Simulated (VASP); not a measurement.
# W in VASP: notebook

W is run at these levels: r2SCAN; tasks: single point.

Program: VASP 6.6.1. These are calculated values, not measurements. Logs are shortened: lines on timing, memory, paths and dates and some standing lists are left out, and cuts for length are marked.

### Step 1. The cell of the first run

The structure is cubic, space group Im-3m (No. 229). Conventional cell: a = 3.035 Å, b = 3.035 Å, c = 3.035 Å, α = 90.00°, β = 90.00°, γ = 90.00°. W (site symmetry m-3m) has 14 W at 2.63 to 3.03 Å within 3.5 Å.

### Step 2. Single point, r2SCAN (strain -0.050 along x and y, -0.050 along z)

POSCAR reads:

```
W
1.0
   -1.5174350000      1.5174350000      1.5174350000
    1.5174350000     -1.5174350000      1.5174350000
    1.5174350000      1.5174350000     -1.5174350000
W
1
Direct
    0.0000000000      0.0000000000      0.0000000000
```

INCAR.step1 reads:

```
SYSTEM = W
  PREC = Accurate
  ENCUT = 520
  ISMEAR = 0
  SIGMA = 0.15
  LREAL = .FALSE.
  LASPH = .TRUE.
  NELM = 80
  NBANDS = 13
  GGA = PE
  ALGO = Normal
  EDIFF = 1E-4
  LWAVE = .TRUE.
  LCHARG = .FALSE.
```

INCAR.step2 reads:

```
SYSTEM = W
  PREC = Accurate
  ENCUT = 520
  EDIFF = 1E-6
  ISMEAR = 0
  SIGMA = 0.15
  LREAL = .FALSE.
  LASPH = .TRUE.
  NELM = 80
  ALGO = Normal
  ISIF = 2
  LWAVE = .FALSE.
  LCHARG = .TRUE.
  METAGGA = R2SCAN
  LMIXTAU = .TRUE.
  LELF = .TRUE.
  LVHAR = .TRUE.
  NBANDS = 13
  ISTART = 1
```

KPOINTS reads:

```
regular mesh
0
G
  20 20 20
  0 0 0
```

Potentials or basis: VASP PAW PBE potentials, release 64 (W_sv).

Started as:

```bash
cat potpaw_PBE.64/W_sv/POTCAR > POTCAR
cp INCAR.step1 INCAR
mpirun -np 1 vasp_std > vasp.out
cp INCAR.step2 INCAR
mpirun -np 1 vasp_std > vasp.out
```

OUTCAR:

```text
SYSTEM = W
   PREC = Accurate
   ENCUT = 520
   EDIFF = 1E-6
   ISMEAR = 0
   LREAL = .FALSE.
   LASPH = .TRUE.
   NELM = 80
   ISIF = 2
   METAGGA = R2SCAN
   ISTART = 1

 ion  position               nearest neighbor table
   1  0.000  0.000  0.000-

  LATTYP: Found a body centered cubic cell.
 ALAT       =     3.0348700000

  Lattice vectors:

 A1 = (  -1.5174350000,   1.5174350000,   1.5174350000)
 A2 = (   1.5174350000,  -1.5174350000,   1.5174350000)
 A3 = (   1.5174350000,   1.5174350000,  -1.5174350000)

Analysis of symmetry for initial positions (statically):
=====================================================================
 Subroutine PRICEL returns:
 Original cell was already a primitive cell.

 Routine SETGRP: Setting up the symmetry group for a
 body centered cubic supercell.

 Subroutine GETGRP returns: Found 48 space group operations
 (whereof 48 operations were pure point group operations)
 out of a pool of 48 trial point group operations.

The static configuration has the point symmetry O_h .

Analysis of symmetry for dynamics (positions and initial velocities):
=====================================================================
 Subroutine PRICEL returns:
 Original cell was already a primitive cell.

 Routine SETGRP: Setting up the symmetry group for a
 body centered cubic supercell.

 Subroutine GETGRP returns: Found 48 space group operations
 (whereof 48 operations were pure point group operations)
 out of a pool of 48 trial point group operations.

The dynamic configuration has the point symmetry O_h .

 Subroutine INISYM returns: Found 48 space group operations
 (whereof 48 operations are pure point group operations),
 and found     1 'primitive' translations

----------------------------------------------------------------------------------------

                                     Primitive cell

  volume of cell :      13.9762

  direct lattice vectors                    reciprocal lattice vectors
    -1.517435000  1.517435000  1.517435000     0.000000000  0.329503405  0.329503405
     1.517435000 -1.517435000  1.517435000     0.329503405  0.000000000  0.329503405
     1.517435000  1.517435000 -1.517435000     0.329503405  0.329503405  0.000000000

  length of vectors
     2.628274517  2.628274517  2.628274517     0.465988185  0.465988185  0.465988185

  position of ions in fractional coordinates (direct lattice)
     0.000000000  0.000000000  0.000000000

  ion indices of the primitive-cell ions
   primitive index   ion index
                 1           1

----------------------------------------------------------------------------------------

 KPOINTS: regular mesh

Automatic generation of k-mesh.
 Grid dimensions read from file:
 generate k-points for:   20   20   20

 Generating k-lattice:

  Cartesian coordinates                     Fractional coordinates (reciprocal lattice)
     0.000000000  0.016475170  0.016475170     0.050000000  0.000000000  0.000000000
     0.016475170  0.000000000  0.016475170     0.000000000  0.050000000  0.000000000
     0.016475170  0.016475170  0.000000000     0.000000000  0.000000000  0.050000000

  Length of vectors
     0.023299409  0.023299409  0.023299409

  Shift w.r.t. Gamma in fractional coordinates (k-lattice)
     0.000000000  0.000000000  0.000000000

 Subroutine IBZKPT returns following result:
 ===========================================

 Found    256 irreducible k-points:

 Following reciprocal coordinates:
            Coordinates               Weight
  0.000000  0.000000  0.000000      1.000000
  0.050000  0.000000  0.000000     12.000000
  0.100000  0.000000  0.000000     12.000000
  0.150000  0.000000  0.000000     12.000000
  0.200000  0.000000  0.000000     12.000000
  0.250000  0.000000  0.000000     12.000000
[... 16 lines left out ...]
  0.200000  0.100000  0.000000     48.000000
  0.250000  0.100000  0.000000     48.000000
 [... further k-points ...]
   k-points           NKPTS =    256   k-points in BZ     NKDIM =    256   number of bands    NBANDS=     13
   number of dos      NEDOS =    301   number of ions     NIONS =      1
   total plane-waves  NPLWV =   8000
   dimension x,y,z NGX =    20 NGY =   20 NGZ =   20
   dimension x,y,z NGXF=    40 NGYF=   40 NGZF=   40
   ions per type =               1
   NGX,Y,Z   is equivalent  to a cutoff of  12.65, 12.65, 12.65 a.u.
   NGXF,Y,Z  is equivalent  to a cutoff of  25.30, 25.30, 25.30 a.u.
 SYSTEM =  W
   PREC   = accura    normal or accurate (medium, high low for compatibility)
   ISTART =      1    job   : 0-new  1-cont  2-samecut
   ICHARG =      0    charge: 1-file 2-atom 10-const
   ISPIN  =      1    spin polarized calculation?
   LNONCOLLINEAR =      F non collinear calculations
   LSORBIT =      F    spin-orbit coupling
   LASPH  =      T    aspherical Exc in radial PAW
   ENCUT  =  520.0 eV  38.22 Ry    6.18 a.u.   4.89  4.89  4.89*2*pi/ulx,y,z
   NELM   =     80;   NELMIN=  2; NELMDL=  0     # of ELM steps
   EDIFF  = 0.1E-05   stopping-criterion for ELM
   LREAL  =      F    real-space projection
   EDIFFG = 0.1E-04   stopping-criterion for IOM
   NSW    =      0    number of steps for IOM
   IBRION =     -1    ionic relax: 0-MD 1-quasi-New 2-CG
   NFREE  =      0    steps in history (QN), initial steepest desc. (CG)
   ISIF   =      2    stress and relaxation
   ISYM   =      2    0-nonsym 1-usesym 2-fastsym
   POTIM  = 0.5000    time-step for ionic-motion
   TEBEG  =    0.0;   TEEND  =   0.0 temperature during run
   PSTRESS=    0.0 pullay stress
   NELECT =      14.0000    total number of electrons
   NUPDOWN=      -1.0000    fix difference up-down
   EMIN   =  10.00;   EMAX   =-10.00  energy-range for DOS
   EFERMI =   0.00;   METHOD = LEGACY
   ISMEAR =     0;   SIGMA  =   0.15  broadening in eV -4-tet -1-fermi 0-gaus
   EFERMI_NEDOS =   21; number of points for ismear=-14 and -15
   IALGO  =     38    algorithm
   IMIX   =      4    mixing-type and parameters
     AMIX     =   0.40;   BMIX     =  1.00
     AMIX_MAG =   1.60;   BMIX_MAG =  1.00
  volume/ion in A,a.u.               =      13.98        94.32
  Fermi-wavevector in a.u.,A,eV,Ry     =   1.638026  3.095420 36.506182  2.683129
  Thomas-Fermi vector in A             =   2.729067
   LORBIT       =      0    0 simple, 1 ext, 2 COOP (PROOUT), +10 PAW based schemes
   METAGGA = R2SCAN    functional components
   LHFCALC =     F    Hartree Fock is set to
   AEXX    =    0.0000 exact exchange contribution
   IVDW    =     0    specifies the selected vdW correction
   LEPSILON=     F    determine dielectric tensor
   LRPA    =     F    only Hartree local field effects (RPA)
 non-spin polarized calculation
 Gauss-broadening in eV      SIGMA  =   0.15
  energy-cutoff  :      520.00
  volume of cell :       13.98
 maximum number of plane-waves:       386
   NGX =  9   NGY =  9   NGZ =  9

 number of electron      14.0000002 magnetization

 Free energy of the ion-electron system (eV)
  ---------------------------------------------------
  ext. energy  EPLUGINS =         0.00000000
  ---------------------------------------------------
  free energy    TOTEN  =       -51.04494119 eV

  energy without entropy =      -51.04121092  energy(sigma->0) =      -51.04307606

 E-fermi :  13.2964     XC(G=0): -15.7964

 val. band max:       13.2864002383   @ k =   0.5000   0.5000   0.2000
 cond. band min:      13.3096780619   @ k =  -0.4500   0.4500   0.0500
 fundamental gap:      0.0232778236
 Fermi energy:        13.2964317277

 k-point     1 :       0.0000    0.0000    0.0000
  band No.  band energies     occupation
      1     -62.7895      2.00000
      2     -25.3935      2.00000
      3     -25.3935      2.00000
      4     -25.3935      2.00000
      5       2.3950      2.00000
      6      11.6771      2.00000
      7      11.6771      2.00000
      8      11.6771      2.00000
      9      16.0392      0.00000
     10      16.0392      0.00000
     11      28.7221      0.00000
     12      28.7221      0.00000
     13      28.7221      0.00000

 k-point     2 :       0.0500    0.0000    0.0000
  band No.  band energies     occupation
      1     -62.7832      2.00000
      2     -25.4495      2.00000
      3     -25.4102      2.00000
      4     -25.3940      2.00000
      5       2.5443      2.00000
      6      11.5814      2.00000
      7      11.6551      2.00000
      8      11.8210      2.00000
      9      15.8727      0.00000
     10      16.0362      0.00000
     11      28.8577      0.00000
     12      28.9718      0.00000
     13      29.1227      0.00000

 k-point     3 :       0.1000    0.0000    0.0000
  band No.  band energies     occupation
      1     -62.7650      2.00000
      2     -25.6099      2.00000
      3     -25.4582      2.00000
      4     -25.3953      2.00000
      5       2.9751      2.00000
      6      11.3146      2.00000
      7      11.5668      2.00000
      8      12.2488      2.00000
      9      15.5004      0.00000
     10      16.0351      0.00000
     11      29.2201      0.00000
     12      29.6998      0.00000
     13      30.1818      0.00000
[... 305 lines left out ...]
 k-point    23 :       0.2000    0.1000    0.0000
  band No.  band energies     occupation
      1     -62.6481      2.00000
      2     -26.5289      2.00000
      3     -25.7350      2.00000
      4     -25.4718      2.00000
      5       5.5548      2.00000
      6      10.0372      2.00000
      7      10.5473      2.00000
      8      14.7950      0.00000
      9      15.7129      0.00000
     10      16.6667      0.00000
     11      29.9106      0.00000
     12      31.8850      0.00000
     13      33.7546      0.00000

 k-point    24 :       0.2500    0.1000    0.0000
  band No.  band energies     occupation
      1     -62.6097      2.00000
      2     -26.8000      2.00000
      3     -25.8501      2.00000
      4     -25.4782      2.00000
      5       6.1012      2.00000
      6       9.6397      2.00000
      7      10.7177      2.00000
      8      15.0721      0.00000
      9      16.8368      0.00000
     10      17.1067      0.00000
     11      28.8205      0.00000
     12      31.1904      0.00000
     13      35.0585      0.00000

 [... further k-points ...]

------------------------ aborting loop because EDIFF is reached ----------------------------------------

  FORCE on cell =-STRESS in cart. coord.  units (eV):
  Direction    XX          YY          ZZ          XY          YZ          ZX
  --------------------------------------------------------------------------------------
  -------------------------------------------------------------------------------------
  Total        4.8985894      4.8985894      4.8985894     -0.0000000     -0.0000000     -0.0000000
  in kB      561.5537541    561.5537541    561.5537541     -0.0000000     -0.0000000     -0.0000000
  external PRESSURE =     561.5537541 kB  Pullay stress =       0.0000000 kB

 VOLUME and BASIS-vectors are now :
 -----------------------------------------------------------------------------
  energy-cutoff  :      520.00
  volume of cell :       13.98
      direct lattice vectors                 reciprocal lattice vectors
    -1.517435000  1.517435000  1.517435000     0.000000000  0.329503405  0.329503405
     1.517435000 -1.517435000  1.517435000     0.329503405  0.000000000  0.329503405
     1.517435000  1.517435000 -1.517435000     0.329503405  0.329503405  0.000000000

 POSITION                                       TOTAL-FORCE (eV/Angst)
 -----------------------------------------------------------------------------------
      0.00000      0.00000      0.00000         0.000000     -0.000000      0.000000
 -----------------------------------------------------------------------------------
    total drift:                                0.000000     -0.000000      0.000000

  FREE ENERGIE OF THE ION-ELECTRON SYSTEM (eV)
  ---------------------------------------------------
  free  energy   TOTEN  =       -51.0449411949 eV

  energy  without entropy=      -51.0412109243  energy(sigma->0) =      -51.04307606
```

It took 98 s on 1 thread of Intel Xeon Platinum 8375C at 2.90GHz (Ice Lake), shared host; peak memory 0.16 GiB.

Results:

```yaml
Free_energy: -51.0449 eV
Pressure: 56.2 GPa
Band_gap_on_the_k_mesh: zero (bands 7 and 8 overlap by 7.85 eV)
```

Caveat: the cell differs from its parent crystal (strain -0.050 along x and y, -0.050 along z); the cell stands under pressure; the PAW data sets were made with another functional, which shifts forces and pressure a little; spin-orbit coupling is left out, which moves the levels of the heavy elements.

[end of part 1 of 2]
